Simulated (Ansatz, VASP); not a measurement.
## Two plane-wave programs on CsPbCl3

```xyz
5
Lattice="5.6240 0.0000 0.0000 0.0000 5.6240 0.0000 0.0000 0.0000 5.6240" Properties=species:S:1:pos:R:3 pbc="T T T"
Cs    0.0000    0.0000    0.0000
Pb    2.8120    2.8120    2.8120
Cl    0.0000    2.8120    2.8120
Cl    2.8120    0.0000    2.8120
Cl    2.8120    2.8120    0.0000
```

Alike in both runs: functional PBEsol; k mesh 4 × 4 × 4; occupations gaussian, width 0.02 eV; no spin polarisation.

Ansatz relaxed the structure, and its values are those at the end. VASP's run is a single point on that final structure, the one shown.

|  | VASP | Ansatz |
| --- | --- | --- |
| version | VASP 6.6.1 | Ansatz 0.2.0 |
| potentials or method | VASP PAW PBE potentials, release 64 (Cs_sv, Pb_d, Cl), cutoff 520 eV | scalar-relativistic, plane waves, PAW |
| valence electrons in the cell | 44 | 44 |

|  | VASP | Ansatz | Ansatz less VASP |
| --- | --- | --- | --- |
| gap on the k mesh at the Fermi level (eV) | 1.85 | 1.84 | -0.006 |
| least direct gap on the mesh (eV) | 1.85 | 1.84 | -0.006 |
| pressure (GPa) | 0.0 | 0.0 | +0.03 |

VASP's potentials were made for PBE, not for PBEsol.

Spin-orbit coupling is off throughout.
